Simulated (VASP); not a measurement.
Set up this calculation in VASP 6.6.1, as the native input.

```
Task                   : single point
Functional             : PBE
Potentials or basis    : VASP PAW PBE potentials, release 64 (Li_sv, F)
Cutoff                 : 520 eV
k mesh                 : 10 × 10 × 10
Occupations            : fermi-dirac, width 0.02 eV
Spin                   : no spin polarisation
Dipole correction      : no
Further INCAR settings : ALGO = Normal; EDIFF = 1e-06; NBANDS = 12
```

The structure of LiF lies in POSCAR:

```
LiF
1.0
   -0.0325980804      2.1120124695      2.1120124695
    2.1120124695     -0.0325980804      2.1120124695
    2.1120124695      2.1120124695     -0.0325980804
Li F
1 1
Direct
   -0.0015814982     -0.0015814982     -0.0015814982
    0.2515814982      0.2515814982      0.2515814982
```

This cell differs from its parent crystal: strain along [111] -2.3%.

One way to write it, as run:

INCAR

```
SYSTEM = LiF
ALGO     = Normal         ! electronic algorithm
EDIFF    = 1E-6           ! SCF threshold, eV
ENCUT    = 520            ! plane-wave cutoff, eV
GGA      = PE             ! functional
ISIF     = 2              ! what is computed and relaxed
ISMEAR   = -1             ! smearing method
LASPH    = .True.         ! aspherical terms in the spheres
LCHARG   = .False.        ! write CHGCAR
LREAL    = .False.        ! projectors in reciprocal space
LWAVE    = .False.        ! write WAVECAR
NBANDS   = 12             ! bands
NELM     = 60             ! most SCF steps
PREC     = Accurate       ! precision mode
SIGMA    = 0.02           ! smearing width, eV
```

KPOINTS

```
k-points
0
Gamma
  10 10 10
  0 0 0
```

Potentials or basis: VASP PAW PBE potentials, release 64 (Li_sv, F).

Run with:

```bash
$ cat potpaw_PBE.64/Li_sv/POTCAR potpaw_PBE.64/F/POTCAR > POTCAR
$ mpirun -np 1 vasp_std > vasp.out
```

Results of the run:

The largest force is 0.004 eV/Å and the band gap on the k mesh is 7.98 eV, direct.

Caveat: the cell differs from its parent crystal (strain along [111] -2.3%).

It took 13 s on 1 thread of Intel Xeon 6975P-C, with other jobs on the host, peak memory 0.14 GiB.
